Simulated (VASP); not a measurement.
Here is a VASP 6.6.1 calculation.

Contents of INCAR:

```
SYSTEM = BN
  PREC = Accurate
  ENCUT = 520
  EDIFF = 1E-6
  ISMEAR = 0
  SIGMA = 0.05
  LREAL = .FALSE.
  LASPH = .TRUE.
  NELM = 60
  ALGO = Normal
  ISIF = 2
  LWAVE = .FALSE.
  LCHARG = .FALSE.
  GGA = PE
  NBANDS = 16
```

Contents of KPOINTS:

```
regular mesh
0
G
  12 12 6
  0 0 0
```

File POSCAR:

```
BN
1.0
    2.4779426931      0.0000000000      0.0000000000
   -1.2389713465      2.1459613213      0.0000000000
    0.0000000000      0.0000000000      4.0977790991
B N
2 2
Direct
    0.6666666667      0.3333333333      0.9998058547
    0.3333333333      0.6666666667      0.4998058547
    0.6666666667      0.3333333333      0.6251941453
    0.3333333333      0.6666666667      0.1251941453
```

Potentials or basis: VASP PAW PBE potentials, release 64 (B, N).

Command:

```bash
$ cat potpaw_PBE.64/B/POTCAR potpaw_PBE.64/N/POTCAR > POTCAR
$ mpirun -np 1 vasp_std > vasp.out
```

**Question.** Predict the largest force.

**Answer.** 0.076 eV/Å.

**Question.** Predict the pressure.

**Answer.** 40.7 GPa.

**Question.** What does it give for the band gap on the k mesh?

**Answer.** 5.05 eV, indirect (least direct gap 8.67 eV).

Stress tensor (GPa, compression positive):
```
40.51  0.00  0.00
 0.00 40.51  0.00
 0.00  0.00 41.05
```

Caveat: the cell differs from its parent crystal (strain -0.030 along x and y, -0.030 along z). A k mesh can miss the band edges.
